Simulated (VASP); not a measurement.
# K (I4/mmm) in VASP: notebook

The runs below take K through single point, with PBE.

Everything below comes from runs of VASP 6.6.1. Logs are shortened: lines on timing, memory, paths and dates and some standing lists are left out, and cuts for length are marked.

### Step 1. The cell of the first run

The structure is tetragonal, space group I4/mmm (No. 139). The conventional cell has a = 4.927 Å, b = 4.927 Å, c = 5.913 Å, α = 90.00°, β = 90.00°, γ = 90.00°.

### Step 2. Single point, PBE

Input file INCAR:

```
  PREC = Accurate
  ENCUT = 520
  EDIFF = 1E-6
  ISMEAR = 0
  SIGMA = 0.15
  LREAL = F
  LASPH = T
  NELM = 60
  ALGO = Fast
  ISIF = 2
  LWAVE = F
  LCHARG = F
  GGA = PE
  NBANDS = 10
```

Input file KPOINTS:

```
regular mesh
0
Gamma
  14 14 14
```

Input file POSCAR:

```
K
1.0
   -2.4636323236      2.4636323236      2.9563587883
    2.4636323236     -2.4636323236      2.9563587883
    2.4636323236      2.4636323236     -2.9563587883
K
1
Direct
    0.0000000000      0.0000000000      0.0000000000
```

Potentials or basis: VASP PAW PBE potentials, release 64 (K_sv).

Started as:

```bash
$ cat potpaw_PBE.64/K_sv/POTCAR > POTCAR
$ mpirun -np 1 vasp_std > vasp.out
```

OUTCAR:

```text
PREC = Accurate
   ENCUT = 520
   EDIFF = 1E-6
   ISMEAR = 0
   LREAL = F
   LASPH = T
   NELM = 60
   ISIF = 2
   GGA = PE

 ion  position               nearest neighbor table
   1  0.000  0.000  0.000-

  LATTYP: Found a body centered tetragonal cell.
 ALAT       =     4.9272646472
 C/A-ratio  =     1.2000000000

  Lattice vectors:

 A1 = (  -2.4636323236,   2.4636323236,   2.9563587883)
 A2 = (   2.4636323236,  -2.4636323236,   2.9563587883)
 A3 = (   2.4636323236,   2.4636323236,  -2.9563587883)

Analysis of symmetry for initial positions (statically):
=====================================================================
 Subroutine PRICEL returns:
 Original cell was already a primitive cell.

 Routine SETGRP: Setting up the symmetry group for a
 body centered tetragonal supercell.

 Subroutine GETGRP returns: Found 16 space group operations
 (whereof 16 operations were pure point group operations)
 out of a pool of 16 trial point group operations.

The static configuration has the point symmetry D_4h.

Analysis of symmetry for dynamics (positions and initial velocities):
=====================================================================
 Subroutine PRICEL returns:
 Original cell was already a primitive cell.

 Routine SETGRP: Setting up the symmetry group for a
 body centered tetragonal supercell.

 Subroutine GETGRP returns: Found 16 space group operations
 (whereof 16 operations were pure point group operations)
 out of a pool of 16 trial point group operations.

The dynamic configuration has the point symmetry D_4h.

 Subroutine INISYM returns: Found 16 space group operations
 (whereof 16 operations are pure point group operations),
 and found     1 'primitive' translations

----------------------------------------------------------------------------------------

                                     Primitive cell

  volume of cell :      71.7743

  direct lattice vectors                    reciprocal lattice vectors
    -2.463632324  2.463632324  2.956358788     0.000000000  0.202952362  0.169126969
     2.463632324 -2.463632324  2.956358788     0.202952362  0.000000000  0.169126969
     2.463632324  2.463632324 -2.956358788     0.202952362  0.202952362  0.000000000

  length of vectors
     4.569357256  4.569357256  4.569357256     0.264184770  0.264184770  0.287017983

  position of ions in fractional coordinates (direct lattice)
     0.000000000  0.000000000  0.000000000
[... 81 lines left out ...]
   NFREE  =      0    steps in history (QN), initial steepest desc. (CG)
   ISIF   =      2    stress and relaxation
   ISYM   =      2    0-nonsym 1-usesym 2-fastsym
   POTIM  = 0.5000    time-step for ionic-motion
   TEBEG  =    0.0;   TEEND  =   0.0 temperature during run
   PSTRESS=    0.0 pullay stress
   NELECT =       9.0000    total number of electrons
   NUPDOWN=      -1.0000    fix difference up-down
   EMIN   =  10.00;   EMAX   =-10.00  energy-range for DOS
   EFERMI =   0.00;   METHOD = LEGACY
   ISMEAR =     0;   SIGMA  =   0.15  broadening in eV -4-tet -1-fermi 0-gaus
   EFERMI_NEDOS =   21; number of points for ismear=-14 and -15
   IALGO  =     68    algorithm
   IMIX   =      4    mixing-type and parameters
     AMIX     =   0.40;   BMIX     =  1.00
     AMIX_MAG =   1.60;   BMIX_MAG =  1.00
  volume/ion in A,a.u.               =      71.77       484.36
  Fermi-wavevector in a.u.,A,eV,Ry     =   0.819406  1.548454  9.135317  0.671427
  Thomas-Fermi vector in A             =   1.930206
   LORBIT       =      0    0 simple, 1 ext, 2 COOP (PROOUT), +10 PAW based schemes
   GGA     = PE    functional components
   LHFCALC =     F    Hartree Fock is set to
   AEXX    =    0.0000 exact exchange contribution
   IVDW    =     0    specifies the selected vdW correction
   LEPSILON=     F    determine dielectric tensor
   LRPA    =     F    only Hartree local field effects (RPA)
 non-spin polarized calculation
 RMM-DIIS sequential band-by-band and
 Gauss-broadening in eV      SIGMA  =   0.15
  energy-cutoff  :      520.00
  volume of cell :       71.77
 maximum number of plane-waves:      1952
 NGX is ok and might be reduce to    36
   NGX = 17   NGY = 17   NGZ = 17

 number of electron       9.0000000 magnetization

 Free energy of the ion-electron system (eV)
  ---------------------------------------------------
  ext. energy  EPLUGINS =         0.00000000
  ---------------------------------------------------
  free energy    TOTEN  =        -1.05034263 eV

  energy without entropy =       -1.04193505  energy(sigma->0) =       -1.04613884

 E-fermi :  -0.0607     XC(G=0):  -5.7102

 val. band max:       -0.0771896646   @ k =  -0.0714   0.4286   0.0714
 cond. band min:      -0.0539754569   @ k =  -0.2143   0.3571   0.2143
 fundamental gap:      0.0232142077
 Fermi energy:        -0.0606567968

 k-point     1 :       0.0000    0.0000    0.0000
  band No.  band energies     occupation
      1     -32.1829      2.00000
      2     -15.6312      2.00000
      3     -15.6312      2.00000
      4     -15.6305      2.00000
      5      -2.2570      2.00000
      6       4.0847      0.00000
      7       4.0847      0.00000
      8       4.5960      0.00000
      9       4.8774      0.00000
     10       5.6216      0.00000
[... 287 lines left out ...]
 k-point    24 :       0.2857    0.1429    0.0000
  band No.  band energies     occupation
      1     -32.1791      2.00000
      2     -15.6878      2.00000
      3     -15.6516      2.00000
      4     -15.6350      2.00000
      5      -0.7179      2.00000
      6       1.9574      0.00000
      7       3.1602      0.00000
      8       4.5631      0.00000
      9       5.2218      0.00000
     10       5.8315      0.00000

 [... further k-points ...]

------------------------ aborting loop because EDIFF is reached ----------------------------------------

  FORCE on cell =-STRESS in cart. coord.  units (eV):
  Direction    XX          YY          ZZ          XY          YZ          ZX
  --------------------------------------------------------------------------------------
  -------------------------------------------------------------------------------------
  Total        0.0455644      0.0455644      0.0498776      0.0000000     -0.0000000      0.0000000
  in kB        1.0171087      1.0171087      1.1133905      0.0000000     -0.0000000      0.0000000
  external PRESSURE =       1.0492026 kB  Pullay stress =       0.0000000 kB

 VOLUME and BASIS-vectors are now :
 -----------------------------------------------------------------------------
  energy-cutoff  :      520.00
  volume of cell :       71.77
      direct lattice vectors                 reciprocal lattice vectors
    -2.463632324  2.463632324  2.956358788     0.000000000  0.202952362  0.169126969
     2.463632324 -2.463632324  2.956358788     0.202952362  0.000000000  0.169126969
     2.463632324  2.463632324 -2.956358788     0.202952362  0.202952362  0.000000000

 POSITION                                       TOTAL-FORCE (eV/Angst)
 -----------------------------------------------------------------------------------
      0.00000      0.00000      0.00000        -0.000000     -0.000000      0.000000
 -----------------------------------------------------------------------------------
    total drift:                               -0.000000      0.000000      0.000000

  FREE ENERGIE OF THE ION-ELECTRON SYSTEM (eV)
  ---------------------------------------------------
  free  energy   TOTEN  =        -1.0503426284 eV

  energy  without entropy=       -1.0419350469  energy(sigma->0) =       -1.04613884
```

OSZICAR:

```text
N       E                     dE             d eps       ncg     rms          rms(c)
DAV:   1     0.460520353528E+02    0.46052E+02   -0.35961E+03  4880   0.690E+02
DAV:   2     0.558282317343E+00   -0.45494E+02   -0.44816E+02  5222   0.191E+02
DAV:   3    -0.997804146499E+00   -0.15561E+01   -0.15516E+01  7540   0.286E+01
DAV:   4    -0.104882584924E+01   -0.51022E-01   -0.50775E-01  6688   0.449E+00
DAV:   5    -0.104991753223E+01   -0.10917E-02   -0.10915E-02  7596   0.502E-01    0.205E+00
RMM:   6    -0.104992821074E+01   -0.10679E-04   -0.10928E-03  5811   0.223E-01    0.127E+00
RMM:   7    -0.105024563251E+01   -0.31742E-03   -0.25485E-03  6661   0.342E-01    0.585E-02
RMM:   8    -0.105032002279E+01   -0.74390E-04   -0.33289E-04  7843   0.159E-01    0.193E-02
RMM:   9    -0.105034083430E+01   -0.20812E-04   -0.58515E-05  7978   0.574E-02    0.111E-02
RMM:  10    -0.105034185463E+01   -0.10203E-05   -0.25293E-05  8094   0.299E-02    0.500E-03
RMM:  11    -0.105034262837E+01   -0.77374E-06   -0.57344E-06  7019   0.130E-02
   1 F= -.10503426E+01 E0= -.10461388E+01  d E =-.840758E-02
```

stdout:

```text
POSCAR found type information on POSCAR K
 POSCAR found :  1 types and       1 ions
 scaLAPACK will be used
 LDA part: xc-table for (Slater+PW92), standard interpolation
 POSCAR, INCAR and KPOINTS ok, starting setup
 FFT: planning ... GRIDC
 FFT: planning ... GRID_SOFT
 FFT: planning ... GRID
 WAVECAR not read
 entering main loop
```

It took 3.4 min on 1 thread of Intel Xeon 8259CL, shared host; peak memory 0.32 GiB.

What came out:

```yaml
Free_energy: -1.0503 eV
Pressure: 0.1 GPa
Band_gap_on_the_k_mesh: zero (an odd number of electrons rules out a gap without spin polarisation)
```

### Step 3. Single point, PBE

Input file INCAR:

```
SYSTEM = K
PREC = Accurate
ENCUT = 520
EDIFF = 1E-7
ISMEAR = 0
SIGMA = 0.15
LREAL = .False.
LASPH = .True.
NELM = 80
ALGO = Fast
ISIF = 2
LWAVE = .False.
LCHARG = .True.
GGA = PE
LELF = .True.
LVHAR = .True.
NBANDS = 10
```

Input file KPOINTS:

```
Automatic mesh
0
Gamma
  14 14 14
  0 0 0
```

Input file POSCAR:

```
K
1.0
   -2.3987695363      2.3987695363      3.1184003972
    2.3987695363     -2.3987695363      3.1184003972
    2.3987695363      2.3987695363     -3.1184003972
K
1
Direct
    0.0000000000      0.0000000000      0.0000000000
```

Potentials or basis: VASP PAW PBE potentials, release 64 (K_sv).

Started as:

```bash
$ cat potpaw_PBE.64/K_sv/POTCAR > POTCAR
$ mpirun -np 1 vasp_std > vasp.out
```

It took 4.7 min on 1 thread of Intel Xeon 8259CL, shared host; peak memory 0.32 GiB.

The run converged. Its results:

```yaml
Free_energy: -1.0509 eV
Pressure: 0.1 GPa
Band_gap_on_the_k_mesh: zero (an odd number of electrons rules out a gap without spin polarisation)
```

Levels at points of the mesh, in eV from the Fermi level:
| k point | band 1 | band 2 | band 3 | band 4 | band 5 | band 6 | band 7 | band 8 | band 9 | band 10 |
| --- | --- | --- | --- | --- | --- | --- | --- | --- | --- | --- |
| (0.00, 0.00, 0.00) | -32.12 | -15.57 | -15.57 | -15.57 | -2.20 | 4.16 | 4.16 | 4.43 | 5.21 | 5.68 |
| (0.50, 0.00, 0.00) | -32.12 | -15.64 | -15.58 | -15.58 | 0.33 | 0.56 | 3.77 | 4.25 | 6.08 | 6.38 |
| (0.50, 0.50, 0.00) | -32.12 | -15.64 | -15.60 | -15.59 | 0.79 | 1.21 | 2.44 | 5.17 | 5.29 | 5.58 |
| (0.50, 0.50, 0.50) | -32.11 | -15.64 | -15.60 | -15.60 | 1.10 | 1.83 | 2.15 | 4.62 | 4.62 | 5.79 |
